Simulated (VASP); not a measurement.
# PtSe2 (P-3m1) in VASP: relaxation of cell and atoms with PBE+D4

Aim: the relaxation of cell and atoms of PtSe2 with PBE+D4.

All numbers are computed with VASP 6.6.1; they aren't measurements. Logs are shortened: lines on timing, memory, paths and dates and some standing lists are left out, and cuts for length are marked.

## 1. The cell of the first run

The structure is trigonal, space group P-3m1 (No. 164). Conventional cell: a = 3.771 Å, b = 3.771 Å, c = 4.825 Å, α = 90.00°, β = 90.00°, γ = 120.00°. Within 3.3 Å of Pt (site symmetry -3m) lie 6 Se at 2.53 Å. Within 3.4 Å of Se (site symmetry 3m) lie 3 Pt at 2.53 Å and 6 Se at 3.14 to 3.36 Å.

## 2. Relaxation of cell and atoms, PBE+D4

The input, INCAR:

```
  ALGO = Normal
  EDIFF = 1E-7
  EDIFFG = -0.005
  ENCUT = 600
  GGA = PE
  IBRION = 2
  ISIF = 3
  ISMEAR = -1
  IVDW = 13
  LASPH = T
  LCHARG = F
  LREAL = F
  LWAVE = F
  NELM = 60
  NSW = 80
  PREC = Accurate
  SIGMA = 0.02
```

The input, KPOINTS:

```
k-points
0
Gamma
  12 12 6
```

The input, POSCAR:

```
PtSe2
1.0
    3.7712516556      0.0000000000      0.0000000000
   -1.8856258278      3.2659997378      0.0000000000
    0.0000000000      0.0000000000      4.8252887245
Pt Se
1 2
Direct
    0.0000000000      0.0000000000      0.0000000000
    0.3333333333      0.6666666667      0.2651881563
    0.6666666667      0.3333333333      0.7348118437
```

Potentials or basis: VASP PAW PBE potentials, release 64 (Pt, Se).

Run with:

```console
$ cat potpaw_PBE.64/Pt/POTCAR potpaw_PBE.64/Se/POTCAR > POTCAR
$ mpirun -np 1 vasp_std > vasp.out
```

OUTCAR:

```text
EDIFF = 1E-7
   EDIFFG = -0.005
   ENCUT = 600
   GGA = PE
   IBRION = 2
   ISIF = 3
   ISMEAR = -1
   IVDW = 13
   LASPH = T
   LREAL = F
   NELM = 60
   NSW = 80
   PREC = Accurate

 ion  position               nearest neighbor table
   1  0.000  0.000  0.000-   2 2.53   3 2.53   2 2.53   3 2.53   3 2.53   2 2.53
   2  0.333  0.667  0.265-   1 2.53   1 2.53   1 2.53
   3  0.667  0.333  0.735-   1 2.53   1 2.53   1 2.53

  LATTYP: Found a hexagonal cell.
 ALAT       =     3.7712516556
 C/A-ratio  =     1.2794926367

  Lattice vectors:

 A1 = (   3.7712516556,   0.0000000000,   0.0000000000)
 A2 = (  -1.8856258278,   3.2659997378,   0.0000000000)
 A3 = (   0.0000000000,   0.0000000000,   4.8252887245)

Analysis of symmetry for initial positions (statically):
=====================================================================
 Subroutine PRICEL returns:
 Original cell was already a primitive cell.

 Routine SETGRP: Setting up the symmetry group for a
 hexagonal supercell.

 Subroutine GETGRP returns: Found 12 space group operations
 (whereof 12 operations were pure point group operations)
 out of a pool of 24 trial point group operations.

The static configuration has the point symmetry D_3d.

Analysis of symmetry for dynamics (positions and initial velocities):
=====================================================================
 Subroutine PRICEL returns:
 Original cell was already a primitive cell.

 Routine SETGRP: Setting up the symmetry group for a
 hexagonal supercell.

 Subroutine GETGRP returns: Found 12 space group operations
 (whereof 12 operations were pure point group operations)
 out of a pool of 24 trial point group operations.

The dynamic configuration has the point symmetry D_3d.

 Subroutine INISYM returns: Found 12 space group operations
 (whereof 12 operations are pure point group operations),
 and found     1 'primitive' translations

----------------------------------------------------------------------------------------

                                     Primitive cell

  volume of cell :      59.4326

  direct lattice vectors                    reciprocal lattice vectors
     3.771251656  0.000000000  0.000000000     0.265163954  0.153092480  0.000000000
    -1.885625828  3.265999738  0.000000000     0.000000000  0.306184960  0.000000000
     0.000000000  0.000000000  4.825288725     0.000000000  0.000000000  0.207241485

  length of vectors
     3.771251656  3.771251656  4.825288725     0.306184960  0.306184960  0.207241485

  position of ions in fractional coordinates (direct lattice)
     0.000000000  0.000000000  0.000000000
     0.333333333  0.666666667  0.265188156
     0.666666667  0.333333333  0.734811844

  ion indices of the primitive-cell ions
   primitive index   ion index
                 1           1
                 2           2
                 3           3

----------------------------------------------------------------------------------------

[... 73 lines left out ...]
   IBRION =      2    ionic relax: 0-MD 1-quasi-New 2-CG
   NFREE  =      1    steps in history (QN), initial steepest desc. (CG)
   ISIF   =      3    stress and relaxation
   ISYM   =      2    0-nonsym 1-usesym 2-fastsym
   POTIM  = 0.5000    time-step for ionic-motion
   TEBEG  =    0.0;   TEEND  =   0.0 temperature during run
   PSTRESS=    0.0 pullay stress
   NELECT =      22.0000    total number of electrons
   NUPDOWN=      -1.0000    fix difference up-down
   EMIN   =  10.00;   EMAX   =-10.00  energy-range for DOS
   EFERMI =   0.00;   METHOD = LEGACY
   ISMEAR =    -1;   SIGMA  =   0.02  broadening in eV -4-tet -1-fermi 0-gaus
   EFERMI_NEDOS =   21; number of points for ismear=-14 and -15
   IALGO  =     38    algorithm
   IMIX   =      4    mixing-type and parameters
     AMIX     =   0.40;   BMIX     =  1.00
     AMIX_MAG =   1.60;   BMIX_MAG =  1.00
  volume/ion in A,a.u.               =      19.81       133.69
  Fermi-wavevector in a.u.,A,eV,Ry     =   1.175459  2.221295 18.799215  1.381703
  Thomas-Fermi vector in A             =   2.311839
   LORBIT       =      0    0 simple, 1 ext, 2 COOP (PROOUT), +10 PAW based schemes
   GGA     = PE    functional components
   LHFCALC =     F    Hartree Fock is set to
   AEXX    =    0.0000 exact exchange contribution
   IVDW    =    13    specifies the selected vdW correction
   LEPSILON=     F    determine dielectric tensor
   LRPA    =     F    only Hartree local field effects (RPA)
 conjugate gradient relaxation of ions
 non-spin polarized calculation
  energy-cutoff  :      600.00
  volume of cell :       59.43
 maximum number of plane-waves:      2004
   NGX = 15   NGY = 15   NGZ = 19

--------------------------------------- Ionic step        1  -------------------------------------------

 number of electron      22.0000002 magnetization

 Free energy of the ion-electron system (eV)
  ---------------------------------------------------
  ext. energy  EPLUGINS =         0.00000000
  ---------------------------------------------------
  free energy    TOTEN  =       -14.19736957 eV

  energy without entropy =      -14.19588086  energy(sigma->0) =      -14.19662521

------------------------ aborting loop because EDIFF is reached ----------------------------------------

  DFT-D4 for vdW energy calculation

  Edisp (eV):   -1.53937
[... 196 lines left out ...]
--------------------------------------- Ionic step        6  -------------------------------------------

 number of electron      22.0000002 magnetization

 Free energy of the ion-electron system (eV)
  ---------------------------------------------------
  ext. energy  EPLUGINS =         0.00000000
  ---------------------------------------------------
  free energy    TOTEN  =       -14.19803476 eV

  energy without entropy =      -14.19655668  energy(sigma->0) =      -14.19729572

 E-fermi :   6.7262     XC(G=0): -10.8188

 val. band max:        6.7243273375   @ k =   0.0000   0.0000   0.1667
 cond. band min:       6.7373499364   @ k =   0.3333   0.2500   0.0000
 fundamental gap:      0.0130225989
 Fermi energy:         6.7261555583

 k-point     1 :       0.0000    0.0000    0.0000
  band No.  band energies     occupation
      1      -8.9583      2.00000
      2      -5.8711      2.00000
      3      -0.4094      2.00000
      4       0.4850      2.00000
      5       0.4850      2.00000
      6       2.9179      2.00000
      7       2.9179      2.00000
      8       4.2296      2.00000
      9       5.6966      2.00000
     10       5.6966      2.00000
     11       7.4785      0.00000
     12       7.7669      0.00000
     13       7.7669      0.00000
     14      10.0667      0.00000
[... 401 lines left out ...]
      2      -6.2718      2.00000
      3      -0.0490      2.00000
      4       0.6257      2.00000
      5       1.0982      2.00000
      6       2.1927      2.00000
      7       2.7750      2.00000
      8       3.6023      2.00000
      9       4.8277      2.00000
     10       5.6320      2.00000
     11       6.9205      0.00012
     12       7.4624      0.00000
     13       7.7141      0.00000
     14      11.3192      0.00000
     15      11.8214      0.00000

 [... further k-points ...]

------------------------ aborting loop because EDIFF is reached ----------------------------------------

  DFT-D4 for vdW energy calculation

  Edisp (eV):   -1.53877
[... 26 lines left out ...]
  FREE ENERGIE OF THE ION-ELECTRON SYSTEM (eV)
  ---------------------------------------------------
  free  energy   TOTEN  =       -15.7368062249 eV

  energy  without entropy=      -15.7353281463  energy(sigma->0) =      -15.73606719

 reached required accuracy - stopping structural energy minimisation
```

It took 6.7 min on 1 thread of Intel Xeon 8259CL, shared host; peak memory 0.29 GiB.

What came out:

| Property | Result |
| --- | --- |
| Free energy | -15.7368 eV |
| Relaxed volume | 19.82 Å³/atom |
| Relaxed cell | a = 3.772 Å, b = 3.772 Å, c = 4.827 Å, α = 90.00°, β = 90.00°, γ = 120.00° |
| Space group after relaxing (to 0.1 Å) | P-3m1 (No. 164) |
| Energy gained by relaxing | 0.0 meV/atom |
| Ionic steps | 6 |
| Pressure after relaxing | 0.0 GPa |
| Band gap on the k mesh | zero (bands 11 and 12 overlap by 0.81 eV) |
| Dispersion energy per atom | -0.513 eV |

Final structure:
```
Pt Se
1.0
     3.77159    0.00000    0.00000
    -1.88580    3.26630    0.00000
     0.00000    0.00000    4.82683
Pt Se
1 2
Cartesian
  0.0000 0.0000 4.8268
  0.0000 2.1775 1.2820
  1.8858 1.0888 3.5448
```

Levels at points of the mesh, in eV from the Fermi level:
```csv
k point,band 8,band 9,band 10,band 11,band 12,band 13,band 14,band 15
"(0.00, 0.00, 0.00)",-2.50,-1.03,-1.03,0.75,1.04,1.04,3.34,4.08
"(0.50, 0.00, 0.00)",-3.73,-3.34,-3.27,-2.93,0.47,2.47,5.00,6.09
"(0.00, 0.00, 0.50)",-2.93,-1.74,-1.74,-1.73,2.29,2.29,4.97,6.49
"(0.50, 0.00, 0.50)",-3.36,-3.09,-2.61,-1.13,0.59,1.43,4.89,4.89
```

Caveat: spin-orbit coupling is left out, which moves the levels of the heavy elements.
